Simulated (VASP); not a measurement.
Input of a VASP 6.6.1 run:

POSCAR

```
Bi
1.0
   -1.9805154041      1.9805154041      1.9805154041
    1.9805154041     -1.9805154041      1.9805154041
    1.9805154041      1.9805154041     -1.9805154041
Bi
1
Direct
    0.0000000000      0.0000000000      0.0000000000
```

Contents of INCAR.step1:

```
PREC = Accurate ; ENCUT = 520
ISMEAR = 0 ; SIGMA = 0.05
LREAL = False ; LASPH = True
NELM = 80 ; NBANDS = 14
GGA = PE ; ALGO = Normal
EDIFF = 1E-4 ; LWAVE = True
LCHARG = False
```

File INCAR.step2:

```
PREC = Accurate ; ENCUT = 520
EDIFF = 1E-7 ; ISMEAR = 0
SIGMA = 0.05 ; LREAL = False
LASPH = True ; NELM = 80
ALGO = Normal ; ISIF = 2
LWAVE = False ; LCHARG = True
METAGGA = R2SCAN ; LMIXTAU = True
LELF = True ; LVHAR = True
NBANDS = 14 ; ISTART = 1
```

File KPOINTS:

```
regular mesh
0
Gamma
  14 14 14
```

Potentials or basis: VASP PAW PBE potentials, release 64 (Bi_d).

The run is started by

```sh
$ cat potpaw_PBE.64/Bi_d/POTCAR > POTCAR
$ cp INCAR.step1 INCAR
$ mpirun -np 1 vasp_std > vasp.out
$ cp INCAR.step2 INCAR
$ mpirun -np 1 vasp_std > vasp.out
```

(1) Predict the pressure.

Results:

(1) 0.0 GPa.

Caveat: the PAW data sets were made with another functional, which shifts forces and pressure a little.
